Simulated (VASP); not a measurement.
# HgTe (CsCl type) (Pm-3m) in VASP: notebook, part 2 of 2

VASP 6.6.1.

## (4) Relaxation of cell and atoms, PBE, target pressure -0.021 GPa, at which the enthalpy is minimised

This run uses another cell than the first one, of 26.97 Å³/atom.

File INCAR:

```
SYSTEM = HgTe
PREC = Accurate
ENCUT = 600
EDIFF = 1E-7
ISMEAR = -1
SIGMA = 0.1
LREAL = .False.
LASPH = .True.
NELM = 80
ALGO = Normal
ISIF = 3
LWAVE = .False.
LCHARG = .False.
GGA = PE
IBRION = 2
NSW = 60
EDIFFG = -0.005
PSTRESS = -0.21000000000000002
```

File KPOINTS:

```
Automatic mesh
0
Gamma
  11 11 11
  0 0 0
```

File POSCAR:

```
HgTe
1.0
    3.7782581717      0.0000000000      0.0000000000
    0.0000000000      3.7782581717      0.0000000000
    0.0000000000      0.0000000000      3.7782581717
Hg Te
1 1
Direct
    0.0000000000      0.0000000000      0.0000000000
    0.5000000000      0.5000000000      0.5000000000
```

Potentials or basis: VASP PAW PBE potentials, release 64 (Hg, Te).

On the command line:

```sh
$ cat potpaw_PBE.64/Hg/POTCAR potpaw_PBE.64/Te/POTCAR > POTCAR
$ mpirun -np 1 vasp_std > vasp.out
```

OUTCAR:

```text
SYSTEM = HgTe
   PREC = Accurate
   ENCUT = 600
   EDIFF = 1E-7
   ISMEAR = -1
   LREAL = .False.
   LASPH = .True.
   NELM = 80
   ISIF = 3
   GGA = PE
   IBRION = 2
   NSW = 60
   EDIFFG = -0.005
   PSTRESS = -0.21000000000000002

 ion  position               nearest neighbor table
   1  0.000  0.000  0.000-   2 3.27   2 3.27   2 3.27   2 3.27   2 3.27   2 3.27   2 3.27   2 3.27

   2  0.500  0.500  0.500-   1 3.27   1 3.27   1 3.27   1 3.27   1 3.27   1 3.27   1 3.27   1 3.27

  LATTYP: Found a simple cubic cell.
 ALAT       =     3.7782581717

  Lattice vectors:

 A1 = (   3.7782581717,   0.0000000000,   0.0000000000)
 A2 = (   0.0000000000,   3.7782581717,   0.0000000000)
 A3 = (   0.0000000000,   0.0000000000,   3.7782581717)

Analysis of symmetry for initial positions (statically):
=====================================================================
 Subroutine PRICEL returns:
 Original cell was already a primitive cell.

 Routine SETGRP: Setting up the symmetry group for a
 simple cubic supercell.

 Subroutine GETGRP returns: Found 48 space group operations
 (whereof 48 operations were pure point group operations)
 out of a pool of 48 trial point group operations.

The static configuration has the point symmetry O_h .

Analysis of symmetry for dynamics (positions and initial velocities):
=====================================================================
 Subroutine PRICEL returns:
 Original cell was already a primitive cell.

 Routine SETGRP: Setting up the symmetry group for a
 simple cubic supercell.

 Subroutine GETGRP returns: Found 48 space group operations
 (whereof 48 operations were pure point group operations)
 out of a pool of 48 trial point group operations.

The dynamic configuration has the point symmetry O_h .

 Subroutine INISYM returns: Found 48 space group operations
 (whereof 48 operations are pure point group operations),
 and found     1 'primitive' translations

----------------------------------------------------------------------------------------

                                     Primitive cell

  volume of cell :      53.9355

  direct lattice vectors                    reciprocal lattice vectors
     3.778258172  0.000000000  0.000000000     0.264672226  0.000000000  0.000000000
     0.000000000  3.778258172  0.000000000     0.000000000  0.264672226  0.000000000
     0.000000000  0.000000000  3.778258172     0.000000000  0.000000000  0.264672226

  length of vectors
     3.778258172  3.778258172  3.778258172     0.264672226  0.264672226  0.264672226

  position of ions in fractional coordinates (direct lattice)
     0.000000000  0.000000000  0.000000000
     0.500000000  0.500000000  0.500000000

  ion indices of the primitive-cell ions
   primitive index   ion index
                 1           1
                 2           2

----------------------------------------------------------------------------------------

 KPOINTS: Automatic mesh

Automatic generation of k-mesh.
 Grid dimensions read from file:
 generate k-points for:   11   11   11

 Generating k-lattice:

  Cartesian coordinates                     Fractional coordinates (reciprocal lattice)
[... 50 lines left out ...]
 SYSTEM =  HgTe
   PREC   = accura    normal or accurate (medium, high low for compatibility)
   ISTART =      0    job   : 0-new  1-cont  2-samecut
   ICHARG =      2    charge: 1-file 2-atom 10-const
   ISPIN  =      1    spin polarized calculation?
   LNONCOLLINEAR =      F non collinear calculations
   LSORBIT =      F    spin-orbit coupling
   LASPH  =      T    aspherical Exc in radial PAW
   ENCUT  =  600.0 eV  44.10 Ry    6.64 a.u.   7.55  7.55  7.55*2*pi/ulx,y,z
   NELM   =     80;   NELMIN=  2; NELMDL= -5     # of ELM steps
   EDIFF  = 0.1E-06   stopping-criterion for ELM
   LREAL  =      F    real-space projection
   EDIFFG = -.5E-02   stopping-criterion for IOM
   NSW    =     60    number of steps for IOM
   IBRION =      2    ionic relax: 0-MD 1-quasi-New 2-CG
   NFREE  =      1    steps in history (QN), initial steepest desc. (CG)
   ISIF   =      3    stress and relaxation
   ISYM   =      2    0-nonsym 1-usesym 2-fastsym
   POTIM  = 0.5000    time-step for ionic-motion
   TEBEG  =    0.0;   TEEND  =   0.0 temperature during run
   PSTRESS=   -0.2 pullay stress
   NELECT =      18.0000    total number of electrons
   NUPDOWN=      -1.0000    fix difference up-down
   EMIN   =  10.00;   EMAX   =-10.00  energy-range for DOS
   EFERMI =   0.00;   METHOD = LEGACY
   ISMEAR =    -1;   SIGMA  =   0.10  broadening in eV -4-tet -1-fermi 0-gaus
   EFERMI_NEDOS =   21; number of points for ismear=-14 and -15
   IALGO  =     38    algorithm
   IMIX   =      4    mixing-type and parameters
     AMIX     =   0.40;   BMIX     =  1.00
     AMIX_MAG =   1.60;   BMIX_MAG =  1.00
  volume/ion in A,a.u.               =      26.97       181.99
  Fermi-wavevector in a.u.,A,eV,Ry     =   1.135553  2.145884 17.544446  1.289480
  Thomas-Fermi vector in A             =   2.272258
   LORBIT       =      0    0 simple, 1 ext, 2 COOP (PROOUT), +10 PAW based schemes
   GGA     = PE    functional components
   LHFCALC =     F    Hartree Fock is set to
   AEXX    =    0.0000 exact exchange contribution
   IVDW    =     0    specifies the selected vdW correction
   LEPSILON=     F    determine dielectric tensor
   LRPA    =     F    only Hartree local field effects (RPA)
 conjugate gradient relaxation of ions
 non-spin polarized calculation
  energy-cutoff  :      600.00
  volume of cell :       53.94
 maximum number of plane-waves:      1820
   NGX = 15   NGY = 15   NGZ = 15

--------------------------------------- Ionic step        1  -------------------------------------------

 number of electron      18.0000007 magnetization

 Free energy of the ion-electron system (eV)
  ---------------------------------------------------
  ext. energy  EPLUGINS =         0.00000000
  ---------------------------------------------------
  free energy    TOTEN  =        -2.85003797 eV

  energy without entropy =       -2.80470671  energy(sigma->0) =       -2.82737234

------------------------ aborting loop because EDIFF is reached ----------------------------------------

  FORCE on cell =-STRESS in cart. coord.  units (eV):
  Direction    XX          YY          ZZ          XY          YZ          ZX
  --------------------------------------------------------------------------------------
  -------------------------------------------------------------------------------------
  Total        0.4078755      0.4078755      0.4078755     -0.0000000     -0.0000000     -0.0000000
  in kB       12.1161126     12.1161126     12.1161126     -0.0000000     -0.0000000     -0.0000000
  external PRESSURE =      12.3261126 kB  Pullay stress =      -0.2100000 kB
[... 63 lines left out ...]
--------------------------------------- Ionic step        3  -------------------------------------------

 number of electron      18.0000006 magnetization

 Free energy of the ion-electron system (eV)
  ---------------------------------------------------
  ext. energy  EPLUGINS =         0.00000000
  ---------------------------------------------------
  free energy    TOTEN  =        -2.85517573 eV

  energy without entropy =       -2.80736065  energy(sigma->0) =       -2.83126819

 E-fermi :   4.5894     XC(G=0): -10.1341

 val. band max:        4.5591951603   @ k =   0.2727   0.0909   0.0000
 cond. band min:       4.5926637221   @ k =   0.3636   0.0909   0.0909
 fundamental gap:      0.0334685617
 Fermi energy:         4.5894359807

 k-point     1 :       0.0000    0.0000    0.0000
  band No.  band energies     occupation
      1      -7.5183      2.00000
      2      -1.8651      2.00000
      3      -1.8651      2.00000
      4      -1.4126      2.00000
      5      -1.4126      2.00000
      6      -1.4126      2.00000
      7       2.4411      2.00000
      8       3.7565      1.99952
      9       3.7565      1.99952
     10       3.7565      1.99952
     11      10.2944      0.00000
     12      10.2944      0.00000
     13      14.2525      0.00000
[... 354 lines left out ...]
  band No.  band energies     occupation
      1      -6.9259      2.00000
      2      -1.8178      2.00000
      3      -1.8007      2.00000
      4      -1.6079      2.00000
      5      -1.5700      2.00000
      6      -1.4386      2.00000
      7       0.1432      2.00000
      8       3.4754      1.99997
      9       4.1778      1.96792
     10       6.3726      0.00000
     11       9.7849      0.00000
     12      10.9472      0.00000
     13      11.3255      0.00000

 [... further k-points ...]

------------------------ aborting loop because EDIFF is reached ----------------------------------------

  FORCE on cell =-STRESS in cart. coord.  units (eV):
  Direction    XX          YY          ZZ          XY          YZ          ZX
  --------------------------------------------------------------------------------------
  -------------------------------------------------------------------------------------
  Total       -0.0085632     -0.0085632     -0.0085632      0.0000000     -0.0000000     -0.0000000
  in kB       -0.2478071     -0.2478071     -0.2478071      0.0000000     -0.0000000     -0.0000000
  external PRESSURE =      -0.0378071 kB  Pullay stress =      -0.2100000 kB
[... 21 lines left out ...]
  energy  without entropy=       -2.8073606499  energy(sigma->0) =       -2.83126819

  enthalpy is  TOTEN    =        -2.8624324787 eV   P V=       -0.0072567456

 reached required accuracy - stopping structural energy minimisation
```

CONTCAR:

```text
HgTe
   1.00000000000000
     3.8113403182180270    0.0000000000000000   -0.0000000000000000
    -0.0000000000000000    3.8113403182180270   -0.0000000000000000
     0.0000000000000000   -0.0000000000000000    3.8113403182180270
  Hg              Te
     1     1
Direct
     0.0000000000000000    0.0000000000000000    0.0000000000000000
     0.5000000000000000    0.5000000000000000    0.5000000000000000

  0.00000000E+00  0.00000000E+00  0.00000000E+00
  0.00000000E+00  0.00000000E+00  0.00000000E+00
```

Wall time 47 s (1 thread of Intel Xeon 6975P-C (Granite Rapids), shared host); peak memory 0.21 GiB.

What came out:

* Free energy: -2.8552 eV
* Relaxed volume: 27.68 Å³/atom
* Relaxed cell: a = 3.811 Å, b = 3.811 Å, c = 3.811 Å, α = 90.00°, β = 90.00°, γ = 90.00°
* Space group after relaxing (to 0.1 Å): Pm-3m (No. 221)
* Energy change on relaxing (the run minimises the enthalpy): -2.6 meV/atom
* Ionic steps: 3
* Pressure after relaxing: 0.0 GPa
* Band gap on the k mesh: zero (bands 9 and 10 overlap by 1.85 eV)

Step by step:
```csv
step,energy change (eV),largest force (eV/Å),pressure (GPa),volume (Å³)
1,0.0000,0.0000,1.21,53.94
2,-0.0050,0.0000,-0.18,55.57
3,-0.0051,0.0000,-0.02,55.36
```

Final structure:
```
CELL_PARAMETERS angstrom
3.81134 0.00000 0.00000
0.00000 3.81134 0.00000
0.00000 0.00000 3.81134
ATOMIC_POSITIONS crystal
Hg 0.00000 0.00000 0.00000
Te 0.50000 0.50000 0.50000
```

Caveat: the cell is relaxed towards a set pressure, so the run minimises the enthalpy, not the energy; spin-orbit coupling is left out, which moves the levels of the heavy elements.
